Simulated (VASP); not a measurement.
# Al3Pd (Pm-3m) in VASP: a series of runs

Runs on Al3Pd. Level: PBE. Tasks: single point.

All numbers are computed with VASP 6.6.1; they aren't measurements. Logs are shortened: lines on timing, memory, paths and dates and some standing lists are left out, and cuts for length are marked.

**1. The cell of the first run**

The structure is cubic, space group Pm-3m (No. 221). Conventional cell: a = 3.947 Å, b = 3.947 Å, c = 3.947 Å, α = 90.00°, β = 90.00°, γ = 90.00°. Within 3.7 Å of Al (site symmetry 4/mmm) lie 8 Al at 2.79 Å and 4 Pd at 2.79 Å. Within 3.7 Å of Pd (site symmetry m-3m) lie 12 Al at 2.79 Å.

**2. Single point, PBE**

File INCAR:

```
PREC = Accurate ; ENCUT = 520
EDIFF = 1E-6 ; ISMEAR = 0
SIGMA = 0.05 ; LREAL = False
LASPH = True ; NELM = 100
ALGO = Normal ; ISIF = 2
LWAVE = False ; LCHARG = False
GGA = PE ; NBANDS = 18
```

File KPOINTS:

```
regular mesh
0
Gamma
  10 10 10
```

File POSCAR:

```
Al3Pd
1.0
    3.9469100000      0.0000000000      0.0000000000
    0.0000000000      3.9469100000      0.0000000000
    0.0000000000      0.0000000000      3.9469100000
Al Pd
3 1
Direct
    0.0000000000      0.5000000000      0.5000000000
    0.5000000000      0.0000000000      0.5000000000
    0.5000000000      0.5000000000      0.0000000000
    0.0000000000      0.0000000000      0.0000000000
```

Potentials or basis: VASP PAW PBE potentials, release 64 (Al, Pd).

Command:

```sh
cat potpaw_PBE.64/Al/POTCAR potpaw_PBE.64/Pd/POTCAR > POTCAR
mpirun -np 1 vasp_std > vasp.out
```

OUTCAR:

```text
PREC = Accurate
   ENCUT = 520
   EDIFF = 1E-6
   ISMEAR = 0
   LREAL = False
   LASPH = True
   NELM = 100
   ISIF = 2
   GGA = PE

 ion  position               nearest neighbor table
   1  0.000  0.500  0.500-   2 2.79   3 2.79   4 2.79   3 2.79   4 2.79   2 2.79   4 2.79   4 2.79
                             2 2.79   3 2.79   3 2.79   2 2.79
   2  0.500  0.000  0.500-   1 2.79   3 2.79   4 2.79   3 2.79   4 2.79   1 2.79   3 2.79   3 2.79
                             1 2.79   4 2.79   4 2.79   1 2.79
   3  0.500  0.500  0.000-   1 2.79   2 2.79   4 2.79   1 2.79   2 2.79   2 2.79   4 2.79   2 2.79
                             1 2.79   4 2.79   1 2.79   4 2.79
   4  0.000  0.000  0.000-   1 2.79   2 2.79   3 2.79   1 2.79   2 2.79   1 2.79   3 2.79   1 2.79
                             2 2.79   3 2.79   2 2.79   3 2.79

  LATTYP: Found a simple cubic cell.
 ALAT       =     3.9469100000

  Lattice vectors:

 A1 = (   3.9469100000,   0.0000000000,   0.0000000000)
 A2 = (   0.0000000000,   3.9469100000,   0.0000000000)
 A3 = (   0.0000000000,   0.0000000000,   3.9469100000)

Analysis of symmetry for initial positions (statically):
=====================================================================
 Subroutine PRICEL returns:
 Original cell was already a primitive cell.

 Routine SETGRP: Setting up the symmetry group for a
 simple cubic supercell.

 Subroutine GETGRP returns: Found 48 space group operations
 (whereof 48 operations were pure point group operations)
 out of a pool of 48 trial point group operations.

The static configuration has the point symmetry O_h .

Analysis of symmetry for dynamics (positions and initial velocities):
=====================================================================
 Subroutine PRICEL returns:
 Original cell was already a primitive cell.

 Routine SETGRP: Setting up the symmetry group for a
 simple cubic supercell.

 Subroutine GETGRP returns: Found 48 space group operations
 (whereof 48 operations were pure point group operations)
 out of a pool of 48 trial point group operations.

The dynamic configuration has the point symmetry O_h .

 Subroutine INISYM returns: Found 48 space group operations
 (whereof 48 operations are pure point group operations),
 and found     1 'primitive' translations

----------------------------------------------------------------------------------------

                                     Primitive cell

  volume of cell :      61.4854

  direct lattice vectors                    reciprocal lattice vectors
     3.946910000  0.000000000  0.000000000     0.253362757  0.000000000  0.000000000
     0.000000000  3.946910000  0.000000000     0.000000000  0.253362757  0.000000000
     0.000000000  0.000000000  3.946910000     0.000000000  0.000000000  0.253362757

  length of vectors
     3.946910000  3.946910000  3.946910000     0.253362757  0.253362757  0.253362757

  position of ions in fractional coordinates (direct lattice)
     0.000000000  0.500000000  0.500000000
     0.500000000  0.000000000  0.500000000
     0.500000000  0.500000000  0.000000000
     0.000000000  0.000000000  0.000000000

  ion indices of the primitive-cell ions
   primitive index   ion index
                 1           1
                 2           2
                 3           3
                 4           4

----------------------------------------------------------------------------------------

 KPOINTS: regular mesh

Automatic generation of k-mesh.
 Grid dimensions read from file:
 generate k-points for:   10   10   10

 Generating k-lattice:

  Cartesian coordinates                     Fractional coordinates (reciprocal lattice)
     0.025336276  0.000000000  0.000000000     0.100000000  0.000000000  0.000000000
     0.000000000  0.025336276  0.000000000     0.000000000  0.100000000  0.000000000
     0.000000000  0.000000000  0.025336276     0.000000000  0.000000000  0.100000000

  Length of vectors
     0.025336276  0.025336276  0.025336276

  Shift w.r.t. Gamma in fractional coordinates (k-lattice)
     0.000000000  0.000000000  0.000000000

 Subroutine IBZKPT returns following result:
 ===========================================

 Found     56 irreducible k-points:

 Following reciprocal coordinates:
            Coordinates               Weight
  0.000000  0.000000  0.000000      1.000000
  0.100000  0.000000  0.000000      6.000000
  0.200000  0.000000  0.000000      6.000000
  0.300000  0.000000  0.000000      6.000000
  0.400000  0.000000  0.000000      6.000000
  0.500000  0.000000  0.000000      3.000000
[... 16 lines left out ...]
  0.200000  0.100000  0.100000     24.000000
  0.300000  0.100000  0.100000     24.000000
 [... further k-points ...]
   k-points           NKPTS =     56   k-points in BZ     NKDIM =     56   number of bands    NBANDS=     18
   number of dos      NEDOS =    301   number of ions     NIONS =      4
   total plane-waves  NPLWV =  27000
   dimension x,y,z NGX =    30 NGY =   30 NGZ =   30
   dimension x,y,z NGXF=    60 NGYF=   60 NGZF=   60
   ions per type =               3   1
   NGX,Y,Z   is equivalent  to a cutoff of  12.64, 12.64, 12.64 a.u.
   NGXF,Y,Z  is equivalent  to a cutoff of  25.27, 25.27, 25.27 a.u.
 SYSTEM =  unknown system
   PREC   = accura    normal or accurate (medium, high low for compatibility)
   ISTART =      0    job   : 0-new  1-cont  2-samecut
   ICHARG =      2    charge: 1-file 2-atom 10-const
   ISPIN  =      1    spin polarized calculation?
   LNONCOLLINEAR =      F non collinear calculations
   LSORBIT =      F    spin-orbit coupling
   LASPH  =      T    aspherical Exc in radial PAW
   ENCUT  =  520.0 eV  38.22 Ry    6.18 a.u.   7.34  7.34  7.34*2*pi/ulx,y,z
   NELM   =    100;   NELMIN=  2; NELMDL= -5     # of ELM steps
   EDIFF  = 0.1E-05   stopping-criterion for ELM
   LREAL  =      F    real-space projection
   EDIFFG = 0.1E-04   stopping-criterion for IOM
   NSW    =      0    number of steps for IOM
   IBRION =     -1    ionic relax: 0-MD 1-quasi-New 2-CG
   NFREE  =      0    steps in history (QN), initial steepest desc. (CG)
   ISIF   =      2    stress and relaxation
   ISYM   =      2    0-nonsym 1-usesym 2-fastsym
   POTIM  = 0.5000    time-step for ionic-motion
   TEBEG  =    0.0;   TEEND  =   0.0 temperature during run
   PSTRESS=    0.0 pullay stress
   NELECT =      19.0000    total number of electrons
   NUPDOWN=      -1.0000    fix difference up-down
   EMIN   =  10.00;   EMAX   =-10.00  energy-range for DOS
   EFERMI =   0.00;   METHOD = LEGACY
   ISMEAR =     0;   SIGMA  =   0.05  broadening in eV -4-tet -1-fermi 0-gaus
   EFERMI_NEDOS =   21; number of points for ismear=-14 and -15
   IALGO  =     38    algorithm
   IMIX   =      4    mixing-type and parameters
     AMIX     =   0.40;   BMIX     =  1.00
     AMIX_MAG =   1.60;   BMIX_MAG =  1.00
  volume/ion in A,a.u.               =      15.37       103.73
  Fermi-wavevector in a.u.,A,eV,Ry     =   1.106799  2.091547 16.667195  1.225004
  Thomas-Fermi vector in A             =   2.243305
   LORBIT       =      0    0 simple, 1 ext, 2 COOP (PROOUT), +10 PAW based schemes
   GGA     = PE    functional components
   LHFCALC =     F    Hartree Fock is set to
   AEXX    =    0.0000 exact exchange contribution
   IVDW    =     0    specifies the selected vdW correction
   LEPSILON=     F    determine dielectric tensor
   LRPA    =     F    only Hartree local field effects (RPA)
 non-spin polarized calculation
 Gauss-broadening in eV      SIGMA  =   0.05
  energy-cutoff  :      520.00
  volume of cell :       61.49
 maximum number of plane-waves:      1683
 NGX is ok and might be reduce to    30
   NGX = 15   NGY = 15   NGZ = 15

 number of electron      19.0000003 magnetization

 Free energy of the ion-electron system (eV)
  ---------------------------------------------------
  ext. energy  EPLUGINS =         0.00000000
  ---------------------------------------------------
  free energy    TOTEN  =       -17.82113388 eV

  energy without entropy =      -17.81845618  energy(sigma->0) =      -17.81979503

 E-fermi :   9.2653     XC(G=0): -11.0667

 val. band max:        9.2560844504   @ k =   0.3000   0.3000   0.2000
 cond. band min:       9.2829922446   @ k =   0.5000   0.5000   0.2000
 fundamental gap:      0.0269077942
 Fermi energy:         9.2653479184

 k-point     1 :       0.0000    0.0000    0.0000
  band No.  band energies     occupation
      1      -1.7693      2.00000
      2       4.2654      2.00000
      3       4.2654      2.00000
      4       5.6272      2.00000
      5       5.6272      2.00000
      6       5.6272      2.00000
[... 10 lines left out ...]
     17      16.9170      0.00000
     18      16.9170      0.00000

 k-point     2 :       0.1000    0.0000    0.0000
  band No.  band energies     occupation
      1      -1.6715      2.00000
      2       4.1376      2.00000
      3       4.2973      2.00000
      4       5.4946      2.00000
      5       5.4946      2.00000
      6       5.6346      2.00000
[... 10 lines left out ...]
     17      16.3752      0.00000
     18      16.9181      0.00000

 k-point     3 :       0.2000    0.0000    0.0000
  band No.  band energies     occupation
      1      -1.3800      2.00000
      2       3.5953      2.00000
      3       4.3835      2.00000
      4       5.2431      2.00000
      5       5.2431      2.00000
      6       5.6543      2.00000
[... 10 lines left out ...]
     17      16.5033      0.00000
     18      16.5033      0.00000

 k-point     4 :       0.3000    0.0000    0.0000
  band No.  band energies     occupation
      1      -0.9018      2.00000
      2       2.6503      2.00000
      3       4.4963      2.00000
      4       5.0180      2.00000
      5       5.0180      2.00000
      6       5.6789      2.00000
[... 10 lines left out ...]
     17      16.8223      0.00000
     18      17.0427      0.00000

 k-point     5 :       0.4000    0.0000    0.0000
  band No.  band energies     occupation
      1      -0.2555      2.00000
      2       1.6253      2.00000
      3       4.5932      2.00000
      4       4.8710      2.00000
      5       4.8710      2.00000
      6       5.6990      2.00000
[... 10 lines left out ...]
     17      16.8977      0.00000
     18      17.7922      0.00000

 k-point     6 :       0.5000    0.0000    0.0000
  band No.  band energies     occupation
      1       0.3438      2.00000
      2       0.8882      2.00000
      3       4.6317      2.00000
      4       4.8203      2.00000
      5       4.8203      2.00000
      6       5.7067      2.00000
[... 10 lines left out ...]
     17      18.3617      0.00000
     18      18.3743      0.00000

 k-point     7 :       0.1000    0.1000    0.0000
  band No.  band energies     occupation
      1      -1.5741      2.00000
      2       4.1260      2.00000
      3       4.2347      2.00000
      4       5.3221      2.00000
      5       5.4487      2.00000
      6       5.5762      2.00000
[... 10 lines left out ...]
     17      16.0628      0.00000
     18      17.3329      0.00000

 k-point     8 :       0.2000    0.1000    0.0000
  band No.  band energies     occupation
      1      -1.2840      2.00000
      2       3.6493      2.00000
      3       4.2920      2.00000
      4       5.0794      2.00000
      5       5.2467      2.00000
      6       5.5737      2.00000
[... 10 lines left out ...]
     17      16.1156      0.00000
     18      16.5492      0.00000
[... 229 lines left out ...]
     17      17.2273      0.00000
     18      17.2636      0.00000

 k-point    20 :       0.5000    0.4000    0.0000
  band No.  band energies     occupation
      1       1.3874      2.00000
      2       2.4109      2.00000
      3       3.3062      2.00000
      4       3.9569      2.00000
      5       5.0815      2.00000
      6       5.1583      2.00000
[... 10 lines left out ...]
     17      17.0502      0.00000
     18      17.7846      0.00000

 k-point    21 :       0.5000    0.5000    0.0000
  band No.  band energies     occupation
      1       1.6261      2.00000
      2       3.0041      2.00000
      3       3.0041      2.00000
      4       3.3793      2.00000
      5       5.1118      2.00000
      6       5.1118      2.00000
[... 10 lines left out ...]
     17      16.9097      0.00000
     18      19.1828      0.00000

 k-point    22 :       0.1000    0.1000    0.1000
  band No.  band energies     occupation
      1      -1.4771      2.00000
      2       4.1591      2.00000
      3       4.1591      2.00000
      4       5.1653      2.00000
      5       5.4476      2.00000
      6       5.4476      2.00000
[... 10 lines left out ...]
     17      17.0650      0.00000
     18      17.0650      0.00000

 k-point    23 :       0.2000    0.1000    0.1000
  band No.  band energies     occupation
      1      -1.1885      2.00000
      2       3.7008      2.00000
      3       4.2505      2.00000
      4       4.9530      2.00000
      5       5.1998      2.00000
      6       5.4763      2.00000
[... 10 lines left out ...]
     17      16.9046      0.00000
     18      16.9121      0.00000

 k-point    24 :       0.3000    0.1000    0.1000
  band No.  band energies     occupation
      1      -0.7156      2.00000
      2       2.7940      2.00000
      3       4.3776      2.00000
      4       4.9032      2.00000
      5       4.9658      2.00000
      6       5.5128      2.00000
[... 10 lines left out ...]
     17      16.0382      0.00000
     18      17.3094      0.00000

 [... further k-points ...]

------------------------ aborting loop because EDIFF is reached ----------------------------------------

  FORCE on cell =-STRESS in cart. coord.  units (eV):
  Direction    XX          YY          ZZ          XY          YZ          ZX
  --------------------------------------------------------------------------------------
  -------------------------------------------------------------------------------------
  Total        0.4683772      0.4683772      0.4683772      0.0000000      0.0000000     -0.0000000
  in kB       12.2049123     12.2049123     12.2049123      0.0000000      0.0000000     -0.0000000
  external PRESSURE =      12.2049123 kB  Pullay stress =       0.0000000 kB

 VOLUME and BASIS-vectors are now :
 -----------------------------------------------------------------------------
  energy-cutoff  :      520.00
  volume of cell :       61.49
      direct lattice vectors                 reciprocal lattice vectors
     3.946910000  0.000000000  0.000000000     0.253362757  0.000000000  0.000000000
     0.000000000  3.946910000  0.000000000     0.000000000  0.253362757  0.000000000
     0.000000000  0.000000000  3.946910000     0.000000000  0.000000000  0.253362757

 POSITION                                       TOTAL-FORCE (eV/Angst)
 -----------------------------------------------------------------------------------
      0.00000      1.97345      1.97345         0.000000      0.000000      0.000000
      1.97345      0.00000      1.97345         0.000000      0.000000      0.000000
      1.97345      1.97345      0.00000         0.000000      0.000000      0.000000
      0.00000      0.00000      0.00000         0.000000      0.000000      0.000000
 -----------------------------------------------------------------------------------
    total drift:                                0.000000     -0.000000      0.000000

  FREE ENERGIE OF THE ION-ELECTRON SYSTEM (eV)
  ---------------------------------------------------
  free  energy   TOTEN  =       -17.8211338806 eV

  energy  without entropy=      -17.8184561792  energy(sigma->0) =      -17.81979503
```

Run time: 22 s. Hardware: 1 thread of Intel Xeon 6975P-C (Granite Rapids), shared host; peak memory 0.2 GiB.

What came out:

```yaml
Free_energy: -17.8211 eV
Pressure: 1.2 GPa
```

(Continued in part 2 of 2.)
